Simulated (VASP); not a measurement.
Set up this calculation in VASP 6.6.1, as the native input.

* Task: single point
* Functional: PBEsol
* Potentials or basis: VASP PAW PBE potentials, release 64 (Be, Li_sv)
* Cutoff: 520 eV
* k mesh: 3 × 3 × 2
* Occupations: fermi-dirac, width 0.05 eV
* Spin: no spin polarisation
* Dipole correction: no
* Further INCAR settings: LREAL = Auto; ALGO = Normal; EDIFF = 1e-06; NBANDS = 32

The structure of LiBe16 (a cell with a defect) lies in POSCAR:

```
LiBe16
1.0
   -2.2900000000     -3.9663960000      0.0000000000
    3.4350000000     -1.9831980000      0.0000000000
    0.0000000000      0.0000000000      7.1768600000
Be Li
16 1
Direct
    0.7598007346      0.4261915924     -0.0166643740
    0.4678928280      0.4946477483      0.1973146795
    0.7628128486      0.4489108484      0.5027747922
    0.5084704557      0.2909880012      0.7419902888
    0.5081441859     -0.0558910445      0.0139453906
    0.2856496584      0.8958980438      0.2740032313
    0.5236225539     -0.0641709157      0.5217348601
    0.2620635878      0.8031479741      0.7421306217
    0.2398841449      0.4778944686     -0.0377371155
    0.0635369276      0.2925921188      0.2190195733
    0.2726905331      0.4534145692      0.4708273861
    0.0129844110      0.2960263498      0.7354913939
    0.0213548888     -0.0228708840     -0.0174329604
    0.6759763085      1.1285866232      0.2829645168
    0.0036225624     -0.0223920026      0.4992709910
    0.7665888189      0.7901872374      0.7530320747
   -0.1385327479      0.7156040714      0.2403073500
```

One way to write it, as run:

INCAR

```
SYSTEM = LiBe16
PREC = Accurate
ENCUT = 520
EDIFF = 1E-6
ISMEAR = -1
SIGMA = 0.05
LREAL = Auto
LASPH = .True.
NELM = 100
ALGO = Normal
ISIF = 2
LWAVE = .False.
LCHARG = .True.
GGA = PS
LELF = .True.
LVHAR = .True.
NBANDS = 32
```

KPOINTS

```
regular mesh
0
Gamma
  3 3 2
  0 0 0
```

Potentials or basis: VASP PAW PBE potentials, release 64 (Be, Li_sv).

Launch:

```console
$ cat potpaw_PBE.64/Be/POTCAR potpaw_PBE.64/Li_sv/POTCAR > POTCAR
$ mpirun -np 1 vasp_std > vasp.out
```

It gave:

```
Largest force          : 0.020 eV/Å
Band gap on the k mesh : zero (an odd number of electrons rules out a gap without spin polarisation)
```

Caveat: the k points lie up to 0.53 Å⁻¹ apart, too coarse for converged energies and pressures of a metal; the PAW data sets were made with another functional, which shifts forces and pressure a little.

It took 51 s on 1 thread of Intel(R) Xeon(R) Platinum 8375C CPU @ 2.90GHz (Ice Lake) (shared host), peak memory 0.23 GiB.
